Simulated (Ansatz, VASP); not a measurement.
# GaN in VASP and in Ansatz

Contents of POSCAR:

```
GaN
1.0
    0.0000000000      2.2489526240      2.2489526240
    2.2296116314      0.0000000000      2.2489526240
    2.2296116314      2.2489526240      0.0000000000
Ga N
1 1
Direct
    0.0000000000      0.0000000000      0.0000000000
    0.7500000000      0.7500000000      0.7500000000
```

The input INCAR.step1:

```
SYSTEM = GaN
PREC = Accurate ; ENCUT = 910
ISMEAR = 0 ; SIGMA = 0.01
LREAL = .False. ; LASPH = .True.
NELM = 120 ; NBANDS = 16
GGA = PE ; ALGO = Normal
EDIFF = 1E-5 ; LWAVE = .True.
LCHARG = .False. ; GGA_COMPAT = .False.
```

The input INCAR.step2:

```
SYSTEM = GaN
PREC = Accurate ; ENCUT = 910
EDIFF = 1E-6 ; ISMEAR = 0
SIGMA = 0.01 ; LREAL = .False.
LASPH = .True. ; NELM = 120
ALGO = Normal ; ISIF = 2
LWAVE = .False. ; LCHARG = .False.
METAGGA = R2SCAN ; LMIXTAU = .True.
NBANDS = 16 ; ISTART = 1
GGA_COMPAT = .False.
```

File KPOINTS:

```
Automatic mesh
0
Gamma
  10 10 10
  0 0 0
```

Input for Ansatz:

```yaml
crystal:
  lattice:
    - [0.0, 2.248952624, 2.248952624]
    - [2.2296116314, 0.0, 2.248952624]
    - [2.2296116314, 2.248952624, 0.0]
  atoms:
    - { symbol: Ga, position: [0.0, 0.0, 0.0] }
    - { symbol: "N", position: [0.75, 0.75, 0.75] }
kpoints:
  mp_grid: { grid: [10, 10, 10] }
  band_path:
    path:
      - [0.0, 0.0, 0.0]
      - [-0.5, -0.5, 0.0]
      - [-0.375, -0.375, 0.25]
      - [-0.375, 0.0, 0.375]
      - [0.0, 0.0, 0.5]
      - [-0.5, -0.25, 0.25]
    npoints: 1
hamiltonian:
  xc: r2scan
scf:
  occupations: { method: fixed }
  n_extra_bands: 4
output:
  forces: true
  stress: true
  eigenvalues: true
  write_density: true
  write_potential: true
  elf: true
  volumetric_format: npy
```

Change from the starting cell: uniaxial_x strain -0.9%.

Alike in both runs: task single point; functional r2SCAN; k mesh 10 × 10 × 10; no spin polarisation.

```csv
,VASP,Ansatz
version,VASP 6.6.1,Ansatz 0.2.0
potentials or method,"VASP PAW PBE potentials, release 64 (Ga_d, N_h)","plane waves, PAW"
plane-wave cutoff (eV),910,500
occupations,"gaussian, width 0.01 eV",fixed
valence electrons in the cell,18,18
```

```csv
,VASP,Ansatz,Ansatz less VASP
gap on the k mesh at the Fermi level (eV),2.19,2.20,+0.012
```

VASP's potentials were made for PBE, not for r2SCAN.

Noted on VASP's run: the cutoff is short for stress, so the pressure is rough.
